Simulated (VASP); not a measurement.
A run of VASP 6.6.1 is set up as follows.

File INCAR:

```
PREC = Accurate ; ENCUT = 520
EDIFF = 1E-6 ; ISMEAR = -1
SIGMA = 0.05 ; LREAL = False
LASPH = True ; NELM = 100
ALGO = Normal ; ISIF = 2
LWAVE = False ; LCHARG = False
GGA = PE ; NBANDS = 17
```

File KPOINTS:

```
regular mesh
0
Gamma
  3 3 3
```

File POSCAR:

```
BiAs
1.0
    0.0000000000      3.3531471192      3.3531471192
    3.3531471192      0.0000000000      3.3531471192
    3.3531471192      3.3531471192      0.0000000000
As Bi
1 1
Direct
    0.0000000000      0.0000000000      0.0000000000
    0.2500000000      0.2500000000      0.2500000000
```

Potentials or basis: VASP PAW PBE potentials, release 64 (As, Bi_d).

Launch:

```sh
$ cat potpaw_PBE.64/As/POTCAR potpaw_PBE.64/Bi_d/POTCAR > POTCAR
$ mpirun -np 1 vasp_std > vasp.out
```

(1) Estimate the pressure.

(2) Estimate the band gap on the k mesh.

## Answers

(1) -1.2 GPa.

(2) 0.21 eV.

Caveat: the k points lie up to 0.54 Å⁻¹ apart; spin-orbit coupling is left out, which moves the levels of the heavy elements; an odd mesh through Γ misses points on the zone boundary, where band edges can lie.
